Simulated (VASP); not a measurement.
# CoSi2 (Immm) in VASP: further runs

Runs on CoSi2. Level: PBEsol. Tasks: single point.

Program: VASP 6.6.1. These are calculated values, not measurements. Logs are shortened: lines on timing, memory, paths and dates and some standing lists are left out, and cuts for length are marked.

## 1. The cell of the first run

It takes space group Immm (No. 71, orthorhombic). The conventional cell has a = 3.747 Å, b = 3.813 Å, c = 5.278 Å, α = 90.00°, β = 90.00°, γ = 90.00°. Within 3.0 Å of Co (site symmetry mmm) lie 8 Si at 2.30 to 2.31 Å. Si (site symmetry mm2) has 4 Co at 2.30 to 2.31 Å and 6 Si at 2.61 to 2.67 Å within 3.0 Å.

## 2. Single point, PBEsol (uniaxial strain along a: +1.5 %, then relaxed in part)

File INCAR:

```
SYSTEM = CoSi2
  PREC = Accurate
  ENCUT = 520
  EDIFF = 1E-7
  ISMEAR = 0
  SIGMA = 0.1
  LREAL = .FALSE.
  LASPH = .TRUE.
  NELM = 100
  ALGO = Normal
  ISIF = 2
  LWAVE = .FALSE.
  LCHARG = .FALSE.
  GGA = PS
  NBANDS = 26
```

File KPOINTS:

```
regular mesh
0
G
  10 10 8
  0 0 0
```

File POSCAR:

```
CoSi2
1.0
    2.6960977216      2.6960977216      0.0000000000
   -2.6498387578      2.6498387578      0.0000000000
    0.0000000000      0.0000000000      5.2781149690
Co Si
2 4
Direct
    0.0000000000      0.0000000000      0.0000000000
    0.5000000000      0.5000000000      0.5000000000
    0.0000000000      0.5000000000      0.7475662570
    0.5000000000      0.0000000000      0.7524337430
    0.5000000000      0.0000000000      0.2475662570
    0.0000000000      0.5000000000      0.2524337430
```

Potentials or basis: VASP PAW PBE potentials, release 64 (Co, Si).

The run is started by

```bash
> cat potpaw_PBE.64/Co/POTCAR potpaw_PBE.64/Si/POTCAR > POTCAR
> mpirun -np 1 vasp_std > vasp.out
```

OUTCAR:

```text
SYSTEM = CoSi2
   PREC = Accurate
   ENCUT = 520
   EDIFF = 1E-7
   ISMEAR = 0
   LREAL = .FALSE.
   LASPH = .TRUE.
   NELM = 100
   ISIF = 2
   GGA = PS

 ion  position               nearest neighbor table
   1  0.000  0.000  0.000-   3 2.30   6 2.30   3 2.30   6 2.30   5 2.31   4 2.31   4 2.31   5 2.31

   2  0.500  0.500  0.500-   4 2.30   5 2.30   4 2.30   5 2.30   3 2.31   6 2.31   3 2.31   6 2.31

   3  0.000  0.500  0.748-   1 2.30   1 2.30   2 2.31   2 2.31   6 2.61   6 2.66   4 2.67   4 2.67
                             4 2.67   4 2.67
   4  0.500  0.000  0.752-   2 2.30   2 2.30   1 2.31   1 2.31   5 2.61   5 2.66   3 2.67   3 2.67
                             3 2.67   3 2.67
   5  0.500  0.000  0.248-   2 2.30   2 2.30   1 2.31   1 2.31   4 2.61   4 2.66   6 2.67   6 2.67
                             6 2.67   6 2.67
   6  0.000  0.500  0.252-   1 2.30   1 2.30   2 2.31   2 2.31   3 2.61   3 2.66   5 2.67   5 2.67
                             5 2.67   5 2.67

  LATTYP: Found a simple orthorhombic cell.
 ALAT       =     3.7474379094
 B/A-ratio  =     1.0174572750
 C/A-ratio  =     1.4084596187

  Lattice vectors:

 A1 = (   2.6498387578,  -2.6498387578,   0.0000000000)
 A2 = (   2.6960977216,   2.6960977216,   0.0000000000)
 A3 = (   0.0000000000,   0.0000000000,   5.2781149690)

Analysis of symmetry for initial positions (statically):
=====================================================================
 Subroutine PRICEL returns following result:

  LATTYP: Found a body centered orthorhombic cell.
 ALAT       =     3.7474379094
 B/A-ratio  =     1.0174572750
 C/A-ratio  =     1.4084596187

  Lattice vectors:

 A1 = (   2.6729682397,   0.0231294819,  -2.6390574845)
 A2 = (  -2.6729682397,  -0.0231294819,  -2.6390574845)
 A3 = (   0.0231294819,   2.6729682397,   2.6390574845)

   2 primitive cells build up your supercell.

 Routine SETGRP: Setting up the symmetry group for a
 simple orthorhombic supercell.

 Subroutine GETGRP returns: Found  8 space group operations
 (whereof  8 operations were pure point group operations)
 out of a pool of  8 trial point group operations.

The static configuration has the point symmetry D_2h.

Analysis of symmetry for dynamics (positions and initial velocities):
=====================================================================
 Subroutine PRICEL returns following result:

  LATTYP: Found a body centered orthorhombic cell.
 ALAT       =     3.7474379094
 B/A-ratio  =     1.0174572750
 C/A-ratio  =     1.4084596187

  Lattice vectors:

 A1 = (   2.6729682397,   0.0231294819,  -2.6390574845)
 A2 = (  -2.6729682397,  -0.0231294819,  -2.6390574845)
 A3 = (   0.0231294819,   2.6729682397,   2.6390574845)

   2 primitive cells build up your supercell.

 Routine SETGRP: Setting up the symmetry group for a
 simple orthorhombic supercell.

 Subroutine GETGRP returns: Found  8 space group operations
 (whereof  8 operations were pure point group operations)
 out of a pool of  8 trial point group operations.

The dynamic configuration has the point symmetry D_2h.

 Subroutine INISYM returns: Found  8 space group operations
 (whereof  8 operations are pure point group operations),
 and found     2 'primitive' translations

----------------------------------------------------------------------------------------

                                     Primitive cell

  volume of cell :      37.7080

  direct lattice vectors                    reciprocal lattice vectors
     2.672968240  0.023129482 -2.639057484     0.185453219  0.185453219 -0.189461580
    -2.672968240 -0.023129482 -2.639057484    -0.188690726  0.188690726 -0.189461580
     0.023129482  2.672968240  2.639057484    -0.003237508  0.374143945  0.000000000

  length of vectors
     3.756317158  3.756317158  3.756317158     0.323545179  0.327267583  0.374157952

  position of ions in fractional coordinates (direct lattice)
     0.000000000  0.000000000  0.000000000
     0.252433743  0.752433743  0.500000000
     0.747566257  0.247566257  0.500000000

  ion indices of the primitive-cell ions
   primitive index   ion index
                 1           1
                 2           5
                 3           4

----------------------------------------------------------------------------------------

 KPOINTS: regular mesh

Automatic generation of k-mesh.
 Grid dimensions read from file:
 generate k-points for:   10   10    8

 Generating k-lattice:

  Cartesian coordinates                     Fractional coordinates (reciprocal lattice)
     0.018545322  0.018545322  0.000000000     0.100000000  0.000000000  0.000000000
    -0.018869073  0.018869073  0.000000000     0.000000000  0.100000000  0.000000000
     0.000000000  0.000000000  0.023682697     0.000000000  0.000000000  0.125000000

  Length of vectors
     0.026227046  0.026684898  0.023682697

  Shift w.r.t. Gamma in fractional coordinates (k-lattice)
     0.000000000  0.000000000  0.000000000

 Subroutine IBZKPT returns following result:
 ===========================================

 Found    180 irreducible k-points:

 Following reciprocal coordinates:
            Coordinates               Weight
  0.000000  0.000000  0.000000      1.000000
  0.100000  0.000000  0.000000      2.000000
  0.200000  0.000000  0.000000      2.000000
  0.300000  0.000000  0.000000      2.000000
  0.400000  0.000000  0.000000      2.000000
  0.500000  0.000000  0.000000      1.000000
[... 16 lines left out ...]
  0.400000  0.300000  0.000000      4.000000
  0.500000  0.300000  0.000000      2.000000
 [... further k-points ...]
   k-points           NKPTS =    180   k-points in BZ     NKDIM =    180   number of bands    NBANDS=     26
   number of dos      NEDOS =    301   number of ions     NIONS =      6
   total plane-waves  NPLWV =  31360
   dimension x,y,z NGX =    28 NGY =   28 NGZ =   40
   dimension x,y,z NGXF=    56 NGYF=   56 NGZF=   80
   ions per type =               2   4
   NGX,Y,Z   is equivalent  to a cutoff of  12.21, 12.42, 12.60 a.u.
   NGXF,Y,Z  is equivalent  to a cutoff of  24.42, 24.84, 25.20 a.u.
 SYSTEM =  CoSi2
   PREC   = accura    normal or accurate (medium, high low for compatibility)
   ISTART =      0    job   : 0-new  1-cont  2-samecut
   ICHARG =      2    charge: 1-file 2-atom 10-const
   ISPIN  =      1    spin polarized calculation?
   LNONCOLLINEAR =      F non collinear calculations
   LSORBIT =      F    spin-orbit coupling
   LASPH  =      T    aspherical Exc in radial PAW
   ENCUT  =  520.0 eV  38.22 Ry    6.18 a.u.   7.09  6.97  9.81*2*pi/ulx,y,z
   NELM   =    100;   NELMIN=  2; NELMDL= -5     # of ELM steps
   EDIFF  = 0.1E-06   stopping-criterion for ELM
   LREAL  =      F    real-space projection
   EDIFFG = 0.1E-05   stopping-criterion for IOM
   NSW    =      0    number of steps for IOM
   IBRION =     -1    ionic relax: 0-MD 1-quasi-New 2-CG
   NFREE  =      0    steps in history (QN), initial steepest desc. (CG)
   ISIF   =      2    stress and relaxation
   ISYM   =      2    0-nonsym 1-usesym 2-fastsym
   POTIM  = 0.5000    time-step for ionic-motion
   TEBEG  =    0.0;   TEEND  =   0.0 temperature during run
   PSTRESS=    0.0 pullay stress
   NELECT =      34.0000    total number of electrons
   NUPDOWN=      -1.0000    fix difference up-down
   EMIN   =  10.00;   EMAX   =-10.00  energy-range for DOS
[... 5 lines left out ...]
     AMIX     =   0.40;   BMIX     =  1.00
     AMIX_MAG =   1.60;   BMIX_MAG =  1.00
  volume/ion in A,a.u.               =      12.57        84.82
  Fermi-wavevector in a.u.,A,eV,Ry     =   1.255297  2.372167 21.439661  1.575771
  Thomas-Fermi vector in A             =   2.389060
   LORBIT       =      0    0 simple, 1 ext, 2 COOP (PROOUT), +10 PAW based schemes
   GGA     = PS    functional components
   LHFCALC =     F    Hartree Fock is set to
   AEXX    =    0.0000 exact exchange contribution
   IVDW    =     0    specifies the selected vdW correction
   LEPSILON=     F    determine dielectric tensor
   LRPA    =     F    only Hartree local field effects (RPA)
 non-spin polarized calculation
 Gauss-broadening in eV      SIGMA  =   0.10
  energy-cutoff  :      520.00
  volume of cell :       75.42
 maximum number of plane-waves:      2054
   NGX = 15   NGY = 13   NGZ = 19

 number of electron      33.9999998 magnetization

 Free energy of the ion-electron system (eV)
  ---------------------------------------------------
  ext. energy  EPLUGINS =         0.00000000
  ---------------------------------------------------
  free energy    TOTEN  =       -41.96023062 eV

  energy without entropy =      -41.95153997  energy(sigma->0) =      -41.95588529

 E-fermi :  10.2324     XC(G=0): -11.9405

 val. band max:       10.2297929991   @ k =   0.5000   0.1000   0.1250
 cond. band min:      10.2381933934   @ k =   0.1000   0.3000   0.0000
 fundamental gap:      0.0084003943
 Fermi energy:        10.2324305950

 k-point     1 :       0.0000    0.0000    0.0000
  band No.  band energies     occupation
      1      -3.0164      2.00000
      2       1.2811      2.00000
      3       2.9222      2.00000
      4       3.6714      2.00000
      5       6.0402      2.00000
      6       6.0606      2.00000
[... 18 lines left out ...]
     25      15.7422      0.00000
     26      15.9314      0.00000

 k-point     2 :       0.1000    0.0000    0.0000
  band No.  band energies     occupation
      1      -2.9161      2.00000
      2       1.3571      2.00000
      3       3.0207      2.00000
      4       3.3609      2.00000
      5       5.8432      2.00000
      6       6.0406      2.00000
[... 18 lines left out ...]
     25      15.3031      0.00000
     26      15.5229      0.00000

 k-point     3 :       0.2000    0.0000    0.0000
  band No.  band energies     occupation
      1      -2.6170      2.00000
      2       1.5835      2.00000
      3       2.5304      2.00000
      4       3.3101      2.00000
      5       5.2864      2.00000
      6       6.0113      2.00000
[... 18 lines left out ...]
     25      15.8120      0.00000
     26      16.7518      0.00000

 k-point     4 :       0.3000    0.0000    0.0000
  band No.  band energies     occupation
      1      -2.1243      2.00000
      2       1.4642      2.00000
      3       1.9551      2.00000
      4       3.7691      2.00000
      5       4.5629      2.00000
      6       5.8680      2.00000
[... 18 lines left out ...]
     25      15.8345      0.00000
     26      16.5616      0.00000

 k-point     5 :       0.4000    0.0000    0.0000
  band No.  band energies     occupation
      1      -1.4475      2.00000
      2       0.3849      2.00000
      3       2.4620      2.00000
      4       3.8034      2.00000
      5       4.3535      2.00000
      6       5.5226      2.00000
[... 18 lines left out ...]
     25      16.4388      0.00000
     26      17.2114      0.00000

 k-point     6 :       0.5000    0.0000    0.0000
  band No.  band energies     occupation
      1      -0.6023      2.00000
      2      -0.6023      2.00000
      3       3.0875      2.00000
      4       3.0875      2.00000
      5       4.9802      2.00000
      6       4.9802      2.00000
[... 427 lines left out ...]
 k-point    21 :       0.2000    0.3000    0.0000
  band No.  band energies     occupation
      1      -1.7051      2.00000
      2       1.7590      2.00000
      3       2.2492      2.00000
      4       4.1705      2.00000
      5       4.4017      2.00000
      6       4.6170      2.00000
[... 18 lines left out ...]
     25      16.3924      0.00000
     26      17.0089      0.00000

 k-point    22 :       0.3000    0.3000    0.0000
  band No.  band energies     occupation
      1      -1.2249      2.00000
      2       1.6895      2.00000
      3       2.5802      2.00000
      4       3.6906      2.00000
      5       4.4287      2.00000
      6       4.6076      2.00000
[... 18 lines left out ...]
     25      17.7297      0.00000
     26      17.7825      0.00000

 k-point    23 :       0.4000    0.3000    0.0000
  band No.  band energies     occupation
      1      -0.5721      2.00000
      2       1.0709      2.00000
      3       3.0169      2.00000
      4       3.7795      2.00000
      5       4.0293      2.00000
      6       5.1623      2.00000
[... 18 lines left out ...]
     25      18.6508      0.00000
     26      18.9045      0.00000

 k-point    24 :       0.5000    0.3000    0.0000
  band No.  band energies     occupation
      1       0.2218      2.00000
      2       0.2218      2.00000
      3       3.5221      2.00000
      4       3.5221      2.00000
      5       4.3696      2.00000
      6       4.3696      2.00000
[... 18 lines left out ...]
     25      19.3130      0.00000
     26      19.3130      0.00000

 [... further k-points ...]
[... 5 lines left out ...]
  --------------------------------------------------------------------------------------
  -------------------------------------------------------------------------------------
  Total       -0.7605058     -0.7605058      0.0582241     -0.8142537      0.0000000      0.0000000
  in kB      -16.1565705    -16.1565705      1.2369425    -17.2984189      0.0000000      0.0000000
  external PRESSURE =     -10.3587328 kB  Pullay stress =       0.0000000 kB

 VOLUME and BASIS-vectors are now :
 -----------------------------------------------------------------------------
  energy-cutoff  :      520.00
  volume of cell :       75.42
      direct lattice vectors                 reciprocal lattice vectors
     2.696097722  2.696097722  0.000000000     0.185453219  0.185453219  0.000000000
    -2.649838758  2.649838758  0.000000000    -0.188690726  0.188690726  0.000000000
     0.000000000  0.000000000  5.278114969     0.000000000  0.000000000  0.189461580

 POSITION                                       TOTAL-FORCE (eV/Angst)
 -----------------------------------------------------------------------------------
      0.00000      0.00000      0.00000        -0.000000     -0.000000      0.000000
      0.02313      2.67297      2.63906         0.000000      0.000000     -0.000000
     -1.32492      1.32492      3.94574        -0.000000      0.000000     -0.000528
      1.34805      1.34805      3.97143        -0.000000      0.000000      0.000528
      1.34805      1.34805      1.30668        -0.000000      0.000000     -0.000528
     -1.32492      1.32492      1.33237        -0.000000      0.000000      0.000528
 -----------------------------------------------------------------------------------
    total drift:                               -0.000000      0.000000      0.000000

  FREE ENERGIE OF THE ION-ELECTRON SYSTEM (eV)
  ---------------------------------------------------
  free  energy   TOTEN  =       -41.9602306175 eV

  energy  without entropy=      -41.9515399684  energy(sigma->0) =      -41.95588529
```

It took 6.6 min on 1 thread of AMD EPYC 7R43 (Zen 3), shared host; peak memory 0.36 GiB.

Results:

```
Free energy            : -41.9602 eV
Pressure               : -1.0 GPa
Band gap on the k mesh : zero (band 17 reaches 11.97 eV, above the bottom of band 18 at 8.89 eV)
```

Caveat: the cell differs from its parent crystal (uniaxial strain along a: +1.5 %, then relaxed in part); the PAW data sets were made with another functional, which shifts forces and pressure a little.

## 3. Single point, PBEsol (uniaxial strain along a: +1.5 %)

File INCAR:

```
  PREC = Accurate
  ENCUT = 520
  EDIFF = 1E-6
  ISMEAR = 0
  SIGMA = 0.1
  LREAL = False
  LASPH = True
  NELM = 100
  ALGO = Normal
  ISIF = 2
  LWAVE = False
  LCHARG = False
  GGA = PS
  NBANDS = 26
```

File KPOINTS:

```
regular mesh
0
Gamma
  10 10 8
```

File POSCAR:

```
CoSi2
1.0
    2.6960977216      2.6960977216      0.0000000000
   -2.6462929607      2.6462929607      0.0000000000
    0.0000000000      0.0000000000      5.2925859215
Co Si
2 4
Direct
    0.0000000000      0.0000000000      0.0000000000
    0.5000000000      0.5000000000      0.5000000000
    0.0000000000      0.5000000000      0.7500000000
    0.5000000000      0.0000000000      0.7500000000
    0.5000000000      0.0000000000      0.2500000000
    0.0000000000      0.5000000000      0.2500000000
```

Potentials or basis: VASP PAW PBE potentials, release 64 (Co, Si).

The run is started by

```bash
> cat potpaw_PBE.64/Co/POTCAR potpaw_PBE.64/Si/POTCAR > POTCAR
> mpirun -np 1 vasp_std > vasp.out
```

Wall time 5.5 min (1 thread of AMD EPYC 7R43 (Zen 3), shared host); peak memory 0.36 GiB.

It converged, with:

```yaml
Free_energy: -41.9552 eV
Pressure: -1.2 GPa
Largest_force: 0.171 eV/Å
Band_gap_on_the_k_mesh: zero (band 17 reaches 11.96 eV, above the bottom of band 18 at 8.87 eV)
```

Forces on the atoms (eV/Å):
```
Co   0.000  0.000  0.000
Co   0.000  0.000  0.000
Si   0.000  0.000 -0.171
Si   0.000  0.000  0.171
Si   0.000  0.000 -0.171
Si   0.000  0.000  0.171
```

Stress tensor (GPa, compression positive):
```
-1.69 -2.91  0.00
-2.91 -1.69  0.00
 0.00  0.00 -0.37
```

Levels at points of the mesh, in eV from the Fermi level:
```
           k point  band 14  band 15  band 16  band 17  band 18  band 19  band 20  band 21
(0.00, 0.00, 0.00)    -1.92    -1.36     0.96     1.61     2.89     3.28     3.42     3.46
(0.50, 0.00, 0.00)    -1.54    -1.05    -1.05     0.32     0.32     2.59     2.59     4.40
(0.00, 0.50, 0.00)    -1.55    -1.10    -1.10     0.24     0.24     2.38     2.38     4.21
(0.50, 0.50, 0.00)    -1.98    -1.97    -1.97    -1.35    -1.35     1.69     1.69     2.91
(0.00, 0.00, 0.50)    -0.37    -0.27    -0.27    -0.16    -0.16     1.47     1.47     3.23
(0.50, 0.00, 0.50)    -1.66    -0.39    -0.39    -0.39    -0.39     2.81     2.81     3.53
(0.00, 0.50, 0.50)    -1.66    -0.59    -0.59    -0.46    -0.46     2.65     2.65     3.43
(0.50, 0.50, 0.50)    -2.04    -1.49    -1.49    -0.66    -0.66     3.74     3.74     3.82
```

Caveat: the cell differs from its parent crystal (uniaxial strain along a: +1.5 %); the PAW data sets were made with another functional, which shifts forces and pressure a little.
